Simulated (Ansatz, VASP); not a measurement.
# AlRu in VASP and in Ansatz

```
CELL_PARAMETERS angstrom
2.97683 0.00000 0.00000
0.00000 2.97683 0.00000
0.00000 0.00000 2.97683
ATOMIC_POSITIONS crystal
Al 0.00000 0.00000 0.00000
Ru 0.50000 0.50000 0.50000
```

Alike in both runs: functional PBEsol; k mesh 16 × 16 × 16; occupations fermi-dirac, width 0.08 eV; no spin polarisation.

Ansatz relaxed the structure, and its values are those at the end. VASP's run is a single point on that final structure, the one shown.

```csv
,VASP,Ansatz
version,VASP 6.6.1,Ansatz 0.2.0
potentials or method,"VASP PAW PBE potentials, release 64 (Al, Ru_pv)","PAW with Ansatz's default frozen-core files, scalar-relativistic"
plane-wave cutoff (eV),520,420
valence electrons in the cell,17,19
```

```tsv
	VASP	Ansatz	Ansatz less VASP
pressure (GPa)	0.0	0.0	-0.07
```

VASP's potentials were made for PBE, not for PBEsol. With one functional, cell and mesh, what is left measures potentials, basis and numerics. VASP's potentials hold 17 valence electrons a cell and Ansatz's 19, so a difference there can come from the potentials and not from the codes.
